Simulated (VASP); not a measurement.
Ca3Ge:

```
Ca Ge
1.0
     4.18617    0.00000    0.00000
     0.00000    4.18617    0.00000
     0.00000    0.00000    8.37234
Ca Ge
3 1
Direct
  0.00000 0.00000 0.25000
  0.50000 0.50000 0.00000
  0.00000 0.00000 0.75000
  0.50000 0.50000 0.50000
```

```yaml
Program: VASP 6.6.1
Task: relaxation of cell and atoms
Functional: PBE
Potentials_or_basis: VASP PAW PBE potentials, release 64 (Ca_sv, Ge_d)
Cutoff: 600 eV
k_mesh: 4 × 4 × 2
Occupations: gaussian, width 0.1 eV
Spin: no spin polarisation
```

At the start: pressure -2.7 GPa; volume 36.68 Å³/atom.

Question: How do energy, volume and symmetry change on relaxing?

Answer: Over 19 steps the energy falls by 298.7 meV/atom and the volume is 32.86 Å³/atom (-10.4 %); space group P4/mmm (No. 123, to 0.1 Å) before and after.

Step by step:
```
step  energy change (eV)  largest force (eV/Å)  pressure (GPa)  volume (Å³)
   1              0.0000                1.4896           -2.69       146.72
   2             -0.4435                1.3336           -1.44       133.95
   3             -0.6886                0.7621            1.21       119.03
   4             -0.6884                0.6945            1.52       117.81
   5             -0.7644                0.2504            0.56       121.28
   6             -0.7756                0.0776            0.14       123.12
   7             -0.8184                0.1059           -0.03       124.50
   8             -0.9375                0.3260           -0.38       128.20
   9             -1.1171                0.5808           -0.93       133.72
  10             -1.1538                0.4540           -0.64       132.47
  11             -1.1707                0.3208           -0.28       131.21
  12             -1.1712                0.2906           -0.19       130.93
  13             -1.1864                0.1877            0.02       130.34
  14             -1.1924                0.0680            0.28       129.68
  15             -1.1924                0.0602            0.30       129.64
  16             -1.1944                0.0511            0.08       130.86
  17             -1.1946                0.0459           -0.05       131.49
  18             -1.1946                0.0462           -0.04       131.44
  19             -1.1949                0.0300            0.00       131.43
```

Final structure:
```xyz
4
Lattice="3.7550 0.0000 0.0000 0.0000 3.7550 0.0000 0.0000 0.0000 9.3213" Properties=species:S:1:pos:R:3 pbc="T T T"
Ca    0.0000    0.0000    2.9642
Ca    1.8775    1.8775    0.0000
Ca    0.0000    0.0000    6.3571
Ge    1.8775    1.8775    4.6607
```

Caveat: the k points lie up to 0.42 Å⁻¹ apart in the final cell, too coarse for converged energies and pressures of a metal.
